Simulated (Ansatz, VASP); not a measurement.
Mo: VASP beside Ansatz

Contents of INCAR:

```
  PREC = Accurate
  ENCUT = 520
  EDIFF = 1E-6
  ISMEAR = -1
  SIGMA = 0.05
  LREAL = F
  LASPH = T
  NELM = 150
  ALGO = Normal
  ISIF = 2
  LWAVE = F
  LCHARG = T
  ISPIN = 2
  MAGMOM = 0
  LORBIT = 11
  LMAXMIX = 4
  GGA = PE
  LELF = T
  LVHAR = T
  NBANDS = 17
```

Contents of KPOINTS:

```
Automatic mesh
0
Gamma
  18 18 18
```

The input POSCAR:

```
Mo
1.0
    0.0000000000      1.9876180338      1.9876180338
    1.9876180338      0.0000000000      1.9876180338
    1.9876180338      1.9876180338      0.0000000000
Mo
1
Direct
    0.0000000000      0.0000000000      0.0000000000
```

Input for Ansatz:

```yaml
crystal:
  lattice:
    - [0.0, 1.9876180338, 1.9876180338]
    - [1.9876180338, 0.0, 1.9876180338]
    - [1.9876180338, 1.9876180338, 0.0]
  atoms:
    - { symbol: Mo, position: [0.0, 0.0, 0.0] }
kpoints:
  mp_grid: { grid: [18, 18, 18] }
scf:
  occupations: { method: fermi_dirac, width: 0.05 }
hamiltonian:
  xc: pbe
  pseudopotentials: { kind: all_electron, lapw: { basis_error: 0.0005 } }
output:
  forces: true
  stress: true
  eigenvalues: true
magnetization:
  spin_polarized: true
```

Alike in both runs: task single point; functional PBE; k mesh 18 × 18 × 18; occupations fermi-dirac, width 0.05 eV; collinear spin.

```csv
,VASP,Ansatz
version,VASP 6.6.1,Ansatz 0.2.0
potentials or method,"VASP PAW PBE potentials, release 64 (Mo_sv), cutoff 520 eV","all-electron LAPW, scalar-relativistic"
```

```csv
,VASP,Ansatz,Ansatz less VASP
gap on the k mesh at the Fermi level (eV),none,none,-
pressure (GPa),5.6,5.1,-0.49
net moment per atom (μB),0.00,0.00,0.000
```

A gap of «none» marks a metal or a gap that the smearing closes. Ansatz ran all-electron here, and VASP with PAW potentials. Ansatz's warnings: no starting moments, stability check not made.
